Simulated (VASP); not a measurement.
# ScGa2N3 in VASP: further runs

ScGa2N3 is run at these levels: PBE; tasks: single point, relaxation of cell and atoms.

Everything below comes from runs of VASP 6.6.1. Logs are shortened: lines on timing, memory, paths and dates and some standing lists are left out, and cuts for length are marked.

### 1 The cell of the first run

Symmetry: P-3m1, No. 164, trigonal system. The conventional cell has a = 3.099 Å, b = 3.099 Å, c = 7.453 Å, α = 90.00°, β = 90.00°, γ = 120.00°. Sc (site symmetry -3m) has 6 N at 2.21 Å within 2.9 Å. Ga (site symmetry 3m) has 6 N at 2.15 to 2.17 Å within 2.8 Å. N (site symmetry 3m) has 3 Ga at 2.15 Å and 3 Sc at 2.21 Å within 2.8 Å. Within 2.9 Å of N (site symmetry -3m) lie 6 Ga at 2.17 Å.

### 2 Single point, PBE

File INCAR:

```
PREC = Accurate
ENCUT = 520
EDIFF = 1E-6
ISMEAR = 0
SIGMA = 0.1
LREAL = F
LASPH = T
NELM = 60
ALGO = Normal
ISIF = 2
LWAVE = F
LCHARG = F
GGA = PE
NBANDS = 64
```

File KPOINTS:

```
Automatic mesh
0
Gamma
  6 6 1
```

File POSCAR:

```
ScGa2N3
1.0
    3.0985640389      0.0000000000      0.0000000000
   -1.5492820194      2.6834351729      0.0000000000
    0.0000000000      0.0000000000     14.9053247271
Sc Ga N
2 4 6
Direct
    1.0000000000      1.0000000000      0.2500000000
    0.0000000000      1.0000000000      0.7500000000
    0.3333333333      0.6666666667      0.0824948457
    0.3333333333      0.6666666667      0.5824948457
    0.6666666667      0.3333333333      0.4175051543
    0.6666666667      0.3333333333      0.9175051543
    0.3333333333      0.6666666667      0.3370723720
    0.3333333333      0.6666666667      0.8370723720
    0.6666666667      0.3333333333      0.1629276280
    0.6666666667      0.3333333333      0.6629276280
    1.0000000000      1.0000000000      0.5000000000
    0.0000000000      0.0000000000      0.0000000000
```

Potentials or basis: VASP PAW PBE potentials, release 64 (Sc_sv, Ga_d, N).

On the command line:

```sh
$ cat potpaw_PBE.64/Sc_sv/POTCAR potpaw_PBE.64/Ga_d/POTCAR potpaw_PBE.64/N/POTCAR > POTCAR
$ mpirun -np 1 vasp_std > vasp.out
```

OUTCAR:

```text
PREC = Accurate
   ENCUT = 520
   EDIFF = 1E-6
   ISMEAR = 0
   LREAL = F
   LASPH = T
   NELM = 60
   ISIF = 2
   GGA = PE

 ion  position               nearest neighbor table
   1  0.000  0.000  0.250-   7 2.21   9 2.21   7 2.21   9 2.21   9 2.21   7 2.21   3 3.07   5 3.07
                             3 3.07   5 3.07   3 3.07   5 3.07
   2  0.000  0.000  0.750-   8 2.21  10 2.21   8 2.21  10 2.21  10 2.21   8 2.21   4 3.07   6 3.07
                             4 3.07   6 3.07   4 3.07   6 3.07
   3  0.333  0.667  0.082-   9 2.15   9 2.15   9 2.15  12 2.17  12 2.17  12 2.17   1 3.07   1 3.07
                             1 3.07
   4  0.333  0.667  0.582-  10 2.15  10 2.15  10 2.15  11 2.17  11 2.17  11 2.17   2 3.07   2 3.07
                             2 3.07
   5  0.667  0.333  0.418-   7 2.15   7 2.15   7 2.15  11 2.17  11 2.17  11 2.17   1 3.07   1 3.07
                             1 3.07
   6  0.667  0.333  0.918-   8 2.15   8 2.15   8 2.15  12 2.17  12 2.17  12 2.17   2 3.07   2 3.07
                             2 3.07
   7  0.333  0.667  0.337-   5 2.15   5 2.15   5 2.15   1 2.21   1 2.21   1 2.21
   8  0.333  0.667  0.837-   6 2.15   6 2.15   6 2.15   2 2.21   2 2.21   2 2.21
   9  0.667  0.333  0.163-   3 2.15   3 2.15   3 2.15   1 2.21   1 2.21   1 2.21
  10  0.667  0.333  0.663-   4 2.15   4 2.15   4 2.15   2 2.21   2 2.21   2 2.21
  11  0.000  0.000  0.500-   4 2.17   5 2.17   4 2.17   5 2.17   5 2.17   4 2.17
  12  0.000  0.000  0.000-   3 2.17   6 2.17   3 2.17   6 2.17   6 2.17   3 2.17

  LATTYP: Found a hexagonal cell.
 ALAT       =     3.0985640389
 C/A-ratio  =     4.8103975067

  Lattice vectors:

 A1 = (   3.0985640389,   0.0000000000,   0.0000000000)
 A2 = (  -1.5492820194,   2.6834351729,   0.0000000000)
 A3 = (   0.0000000000,   0.0000000000,  14.9053247271)

Analysis of symmetry for initial positions (statically):
=====================================================================
 Subroutine PRICEL returns following result:

  LATTYP: Found a hexagonal cell.
 ALAT       =     3.0985640389
 C/A-ratio  =     2.4051987534

  Lattice vectors:

 A1 = (   3.0985640389,   0.0000000000,   0.0000000000)
 A2 = (  -1.5492820194,   2.6834351729,   0.0000000000)
 A3 = (   0.0000000000,   0.0000000000,   7.4526623635)

   2 primitive cells build up your supercell.

 Routine SETGRP: Setting up the symmetry group for a
 hexagonal supercell.

 Subroutine GETGRP returns: Found 12 space group operations
 (whereof 12 operations were pure point group operations)
 out of a pool of 24 trial point group operations.

The static configuration has the point symmetry D_3d.

Analysis of symmetry for dynamics (positions and initial velocities):
=====================================================================
 Subroutine PRICEL returns following result:

  LATTYP: Found a hexagonal cell.
 ALAT       =     3.0985640389
 C/A-ratio  =     2.4051987534

  Lattice vectors:

 A1 = (   3.0985640389,   0.0000000000,   0.0000000000)
 A2 = (  -1.5492820194,   2.6834351729,   0.0000000000)
 A3 = (   0.0000000000,   0.0000000000,   7.4526623635)

   2 primitive cells build up your supercell.

 Routine SETGRP: Setting up the symmetry group for a
 hexagonal supercell.

 Subroutine GETGRP returns: Found 12 space group operations
 (whereof 12 operations were pure point group operations)
 out of a pool of 24 trial point group operations.

The dynamic configuration has the point symmetry D_3d.

 Subroutine INISYM returns: Found 12 space group operations
 (whereof 12 operations are pure point group operations),
 and found     2 'primitive' translations

----------------------------------------------------------------------------------------

                                     Primitive cell

  volume of cell :      61.9674

  direct lattice vectors                    reciprocal lattice vectors
     3.098564039  0.000000000  0.000000000     0.322730138  0.186328332  0.000000000
    -1.549282019  2.683435173  0.000000000     0.000000000  0.372656664  0.000000000
     0.000000000  0.000000000  7.452662364     0.000000000  0.000000000  0.134180237

  length of vectors
     3.098564039  3.098564039  7.452662364     0.372656664  0.372656664  0.134180237

  position of ions in fractional coordinates (direct lattice)
     0.000000000  0.000000000  0.500000000
     0.333333333  0.666666667  0.164989691
     0.666666667  0.333333333  0.835010309
     0.333333333  0.666666667  0.674144744
     0.666666667  0.333333333  0.325855256
     0.000000000  0.000000000  0.000000000

  ion indices of the primitive-cell ions
   primitive index   ion index
                 1           1
                 2           3
                 3           5
                 4           7
                 5           9
                 6          11

----------------------------------------------------------------------------------------

 KPOINTS: Automatic mesh

Automatic generation of k-mesh.
 Grid dimensions read from file:
 generate k-points for:    6    6    1

 Generating k-lattice:

  Cartesian coordinates                     Fractional coordinates (reciprocal lattice)
     0.053788356  0.031054722  0.000000000     0.166666667  0.000000000  0.000000000
     0.000000000  0.062109444  0.000000000     0.000000000  0.166666667  0.000000000
     0.000000000  0.000000000  0.067090118     0.000000000  0.000000000  1.000000000

  Length of vectors
     0.062109444  0.062109444  0.067090118

  Shift w.r.t. Gamma in fractional coordinates (k-lattice)
     0.000000000  0.000000000  0.000000000

 Subroutine IBZKPT returns following result:
 ===========================================

 Found      7 irreducible k-points:

 Following reciprocal coordinates:
            Coordinates               Weight
  0.000000  0.000000  0.000000      1.000000
  0.166667 -0.000000  0.000000      6.000000
  0.333333  0.000000  0.000000      6.000000
  0.500000 -0.000000  0.000000      3.000000
  0.166667  0.166667  0.000000      6.000000
  0.333333  0.166667  0.000000     12.000000
  0.333333  0.333333  0.000000      2.000000
   k-points           NKPTS =      7   k-points in BZ     NKDIM =      7   number of bands    NBANDS=     64
   number of dos      NEDOS =    301   number of ions     NIONS =     12
   total plane-waves  NPLWV =  64512
   dimension x,y,z NGX =    24 NGY =   24 NGZ =  112
   dimension x,y,z NGXF=    48 NGYF=   48 NGZF=  224
   ions per type =               2   4   6
   NGX,Y,Z   is equivalent  to a cutoff of  12.88, 12.88, 12.49 a.u.
   NGXF,Y,Z  is equivalent  to a cutoff of  25.75, 25.75, 24.98 a.u.
 SYSTEM =  unknown system
   PREC   = accura    normal or accurate (medium, high low for compatibility)
   ISTART =      0    job   : 0-new  1-cont  2-samecut
   ICHARG =      2    charge: 1-file 2-atom 10-const
   ISPIN  =      1    spin polarized calculation?
   LNONCOLLINEAR =      F non collinear calculations
   LSORBIT =      F    spin-orbit coupling
   LASPH  =      T    aspherical Exc in radial PAW
   ENCUT  =  520.0 eV  38.22 Ry    6.18 a.u.   5.76  5.76 27.71*2*pi/ulx,y,z
   NELM   =     60;   NELMIN=  2; NELMDL= -5     # of ELM steps
   EDIFF  = 0.1E-05   stopping-criterion for ELM
   LREAL  =      F    real-space projection
   EDIFFG = 0.1E-04   stopping-criterion for IOM
   NSW    =      0    number of steps for IOM
   IBRION =     -1    ionic relax: 0-MD 1-quasi-New 2-CG
   NFREE  =      0    steps in history (QN), initial steepest desc. (CG)
   ISIF   =      2    stress and relaxation
   ISYM   =      2    0-nonsym 1-usesym 2-fastsym
   POTIM  = 0.5000    time-step for ionic-motion
   TEBEG  =    0.0;   TEEND  =   0.0 temperature during run
   PSTRESS=    0.0 pullay stress
   NELECT =     104.0000    total number of electrons
   NUPDOWN=      -1.0000    fix difference up-down
   EMIN   =  10.00;   EMAX   =-10.00  energy-range for DOS
   EFERMI =   0.00;   METHOD = LEGACY
   ISMEAR =     0;   SIGMA  =   0.10  broadening in eV -4-tet -1-fermi 0-gaus
   EFERMI_NEDOS =   21; number of points for ismear=-14 and -15
   IALGO  =     38    algorithm
   IMIX   =      4    mixing-type and parameters
     AMIX     =   0.40;   BMIX     =  1.00
     AMIX_MAG =   1.60;   BMIX_MAG =  1.00
  volume/ion in A,a.u.               =      10.33        69.70
  Fermi-wavevector in a.u.,A,eV,Ry     =   1.544146  2.918012 32.441539  2.384386
  Thomas-Fermi vector in A             =   2.649708
   LORBIT       =      0    0 simple, 1 ext, 2 COOP (PROOUT), +10 PAW based schemes
   GGA     = PE    functional components
   LHFCALC =     F    Hartree Fock is set to
   AEXX    =    0.0000 exact exchange contribution
   IVDW    =     0    specifies the selected vdW correction
   LEPSILON=     F    determine dielectric tensor
   LRPA    =     F    only Hartree local field effects (RPA)
 non-spin polarized calculation
 Gauss-broadening in eV      SIGMA  =   0.10
  energy-cutoff  :      520.00
  volume of cell :      123.93
 maximum number of plane-waves:      3344
 NGX is ok and might be reduce to    24

 number of electron     104.0000003 magnetization

 Free energy of the ion-electron system (eV)
  ---------------------------------------------------
  ext. energy  EPLUGINS =         0.00000000
  ---------------------------------------------------
  free energy    TOTEN  =       -81.31983200 eV

  energy without entropy =      -81.31983200  energy(sigma->0) =      -81.31983200

 E-fermi :   7.1969     XC(G=0): -12.5202

 val. band max:        6.6409895320   @ k =   0.0000   0.0000   0.0000
 cond. band min:       8.0718499495   @ k =   0.5000  -0.0000   0.0000
 fundamental gap:      1.4308604175
 Fermi energy:         7.1969094048

 k-point     1 :       0.0000    0.0000    0.0000
  band No.  band energies     occupation
      1     -41.5636      2.00000
      2     -41.5636      2.00000
      3     -20.3795      2.00000
      4     -20.3792      2.00000
      5     -19.9523      2.00000
      6     -19.9523      2.00000
[... 458 lines left out ...]
     63      13.5187      0.00000
     64      13.5188      0.00000

------------------------ aborting loop because EDIFF is reached ----------------------------------------

  FORCE on cell =-STRESS in cart. coord.  units (eV):
  Direction    XX          YY          ZZ          XY          YZ          ZX
  --------------------------------------------------------------------------------------
  -------------------------------------------------------------------------------------
  Total        0.6534631      0.6534631      0.5941611      0.0000000      0.0000000      0.0000000
  in kB        8.4477029      8.4477029      7.6810708      0.0000000      0.0000000      0.0000000
  external PRESSURE =       8.1921589 kB  Pullay stress =       0.0000000 kB

 VOLUME and BASIS-vectors are now :
 -----------------------------------------------------------------------------
  energy-cutoff  :      520.00
  volume of cell :      123.93
      direct lattice vectors                 reciprocal lattice vectors
     3.098564039  0.000000000  0.000000000     0.322730138  0.186328332  0.000000000
    -1.549282019  2.683435173  0.000000000     0.000000000  0.372656664  0.000000000
     0.000000000  0.000000000 14.905324727     0.000000000  0.000000000  0.067090118

 POSITION                                       TOTAL-FORCE (eV/Angst)
 -----------------------------------------------------------------------------------
      0.00000      0.00000      3.72633         0.000000      0.000000      0.000000
      0.00000      0.00000     11.17899        -0.000000      0.000000      0.000000
     -0.00000      1.78896      1.22961         0.000000     -0.000000     -0.003393
     -0.00000      1.78896      8.68227         0.000000      0.000000     -0.003393
      1.54928      0.89448      6.22305         0.000000     -0.000000      0.003393
      1.54928      0.89448     13.67571        -0.000000     -0.000000      0.003393
     -0.00000      1.78896      5.02417         0.000000     -0.000000      0.036204
     -0.00000      1.78896     12.47684        -0.000000     -0.000000      0.036204
      1.54928      0.89448      2.42849        -0.000000      0.000000     -0.036204
      1.54928      0.89448      9.88115         0.000000      0.000000     -0.036204
      0.00000      0.00000      7.45266         0.000000      0.000000      0.000000
      0.00000      0.00000      0.00000         0.000000      0.000000      0.000000
 -----------------------------------------------------------------------------------
    total drift:                                0.000000     -0.000000      0.000000

  FREE ENERGIE OF THE ION-ELECTRON SYSTEM (eV)
  ---------------------------------------------------
  free  energy   TOTEN  =       -81.3198320036 eV

  energy  without entropy=      -81.3198320036  energy(sigma->0) =      -81.31983200
```

Wall time 87 s (1 thread of AMD EPYC 9R14 (Zen 4), shared host); peak memory 0.22 GiB.

Results:

```
Free energy            : -81.3198 eV
Pressure               : 0.8 GPa
Largest force          : 0.036 eV/Å
Band gap on the k mesh : 1.43 eV
```

Forces on the atoms (eV/Å):
```
Sc   0.000  0.000  0.000
Sc   0.000  0.000  0.000
Ga   0.000  0.000 -0.003
Ga   0.000  0.000 -0.003
Ga   0.000  0.000  0.003
Ga   0.000  0.000  0.003
N    0.000  0.000  0.036
N    0.000  0.000  0.036
N    0.000  0.000 -0.036
N    0.000  0.000 -0.036
N    0.000  0.000  0.000
N    0.000  0.000  0.000
```

Stress tensor (GPa, compression positive):
```
0.84 0.00 0.00
0.00 0.84 0.00
0.00 0.00 0.77
```

Levels at points of the mesh, in eV from the valence-band top:
```tsv
k point	band 50	band 51	band 52	band 53	band 54	band 55
(0.00, 0.00, 0.00)	-0.09	-0.09	0.00	2.19	3.52	3.52
(0.50, 0.00, 0.00)	-0.81	-0.73	-0.28	1.43	2.13	2.55
```

Caveat: the k points lie up to 0.42 Å⁻¹ apart; an odd mesh through Γ misses points on the zone boundary, where band edges can lie.

### 3 Single point, PBE

This run uses another cell than the first one: it holds 6 atoms, not 12.

File INCAR:

```
SYSTEM = ScGa2N3
PREC = Accurate
ENCUT = 520
EDIFF = 1E-6
ISMEAR = 0
SIGMA = 0.02
LREAL = .FALSE.
LASPH = .TRUE.
NELM = 60
ALGO = Normal
ISIF = 2
LWAVE = .FALSE.
LCHARG = .FALSE.
GGA = PE
NBANDS = 35
```

File KPOINTS:

```
Automatic mesh
0
G
  12 12 4
  0 0 0
```

File POSCAR:

```
ScGa2N3
1.0
    3.0985640389      0.0000000000      0.0000000000
   -1.5492820194      2.6834351729      0.0000000000
    0.0000000000      0.0000000000      7.4526623636
Sc Ga N
1 2 3
Direct
    0.0000000000      0.0000000000      0.5000000000
    0.3333333333      0.6666666667      0.1649896915
    0.6666666667      0.3333333333      0.8350103085
    0.3333333333      0.6666666667      0.6741447440
    0.6666666667      0.3333333333      0.3258552560
    0.0000000000      0.0000000000      0.0000000000
```

Potentials or basis: VASP PAW PBE potentials, release 64 (Sc_sv, Ga_d, N).

On the command line:

```sh
$ cat potpaw_PBE.64/Sc_sv/POTCAR potpaw_PBE.64/Ga_d/POTCAR potpaw_PBE.64/N/POTCAR > POTCAR
$ mpirun -np 1 vasp_std > vasp.out
```

OUTCAR:

```text
SYSTEM = ScGa2N3
   PREC = Accurate
   ENCUT = 520
   EDIFF = 1E-6
   ISMEAR = 0
   LREAL = .FALSE.
   LASPH = .TRUE.
   NELM = 60
   ISIF = 2
   GGA = PE

 ion  position               nearest neighbor table
   1  0.000  0.000  0.500-   4 2.21   5 2.21   4 2.21   5 2.21   5 2.21   4 2.21   2 3.07   3 3.07
                             2 3.07   3 3.07   2 3.07   3 3.07
   2  0.333  0.667  0.165-   5 2.15   5 2.15   5 2.15   6 2.17   6 2.17   6 2.17   1 3.07   1 3.07
                             1 3.07
   3  0.667  0.333  0.835-   4 2.15   4 2.15   4 2.15   6 2.17   6 2.17   6 2.17   1 3.07   1 3.07
                             1 3.07
   4  0.333  0.667  0.674-   3 2.15   3 2.15   3 2.15   1 2.21   1 2.21   1 2.21
[... 1123 lines left out ...]
  Total        0.3643145      0.3643145      0.3515528      0.0000000     -0.0000000      0.0000000
  in kB        9.4194161      9.4194161      9.0894604      0.0000000     -0.0000000      0.0000000
  external PRESSURE =       9.3094308 kB  Pullay stress =       0.0000000 kB

 VOLUME and BASIS-vectors are now :
 -----------------------------------------------------------------------------
  energy-cutoff  :      520.00
  volume of cell :       61.97
      direct lattice vectors                 reciprocal lattice vectors
     3.098564039  0.000000000  0.000000000     0.322730138  0.186328332  0.000000000
    -1.549282019  2.683435173  0.000000000     0.000000000  0.372656664  0.000000000
     0.000000000  0.000000000  7.452662364     0.000000000  0.000000000  0.134180237

 POSITION                                       TOTAL-FORCE (eV/Angst)
 -----------------------------------------------------------------------------------
      0.00000      0.00000      3.72633        -0.000000     -0.000000      0.000000
     -0.00000      1.78896      1.22961         0.000000      0.000000      0.002753
      1.54928      0.89448      6.22305        -0.000000     -0.000000     -0.002753
     -0.00000      1.78896      5.02417        -0.000000      0.000000      0.032795
      1.54928      0.89448      2.42849         0.000000     -0.000000     -0.032795
      0.00000      0.00000      0.00000        -0.000000     -0.000000      0.000000
 -----------------------------------------------------------------------------------
    total drift:                                0.000000      0.000000      0.000000

  FREE ENERGIE OF THE ION-ELECTRON SYSTEM (eV)
  ---------------------------------------------------
  free  energy   TOTEN  =       -40.6801311848 eV

  energy  without entropy=      -40.6801311848  energy(sigma->0) =      -40.68013118
```

It took 2.5 min on 1 thread of AMD EPYC 9R14 (Zen 4), shared host; peak memory 0.24 GiB.

What came out:

- Free energy: -40.6801 eV
- Pressure: 0.9 GPa
- Largest force: 0.033 eV/Å
- Band gap on the k mesh: 1.35 eV (least direct gap 1.72 eV)

Forces on the atoms (eV/Å):
```
Sc   0.000  0.000  0.000
Ga   0.000  0.000  0.003
Ga   0.000  0.000 -0.003
N    0.000  0.000  0.033
N    0.000  0.000 -0.033
N    0.000  0.000  0.000
```

[end of part 1 of 2]
